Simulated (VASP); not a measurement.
Zn:

```xyz
1
Lattice="0.0000 1.9648 1.9648 1.9648 0.0000 1.9648 1.9648 1.9648 0.0000" Properties=species:S:1:pos:R:3 pbc="T T T"
Zn    0.0000    0.0000    0.0000
```

This isn't the form of Zn at room conditions, which is hcp.

```yaml
Program: VASP 6.6.1
Task: relaxation of cell and atoms
Functional: revPBE
Dispersion: D4
Potentials_or_basis: VASP PAW PBE potentials, release 64 (Zn)
Cutoff: 600 eV
k_mesh: 12 × 12 × 12
Occupations: fermi-dirac, width 0.05 eV
Spin: no spin polarisation
```

At the start: pressure -3.4 GPa; volume 15.17 Å³/atom.

Problem. How do energy, volume and symmetry change on relaxing?

Solution. Over 3 steps the energy falls by 8.3 meV/atom and the volume is 14.44 Å³/atom (-4.8 %); space group Fm-3m (No. 225, to 0.1 Å) before and after.

Step by step:
```
step  energy change (eV)  largest force (eV/Å)  pressure (GPa)  volume (Å³)
   1              0.0000                0.0000           -3.45        15.17
   2             -0.0083                0.0000           -0.15        14.46
   3             -0.0083                0.0000            0.00        14.44
```

Final structure:
```
Zn
1.0
     0.00000    1.93268    1.93268
     1.93268    0.00000    1.93268
     1.93268    1.93268    0.00000
Zn
1
Direct
  0.00000 0.00000 0.00000
```

Caveat: the PAW data sets were made with another functional, which shifts forces and pressure a little.
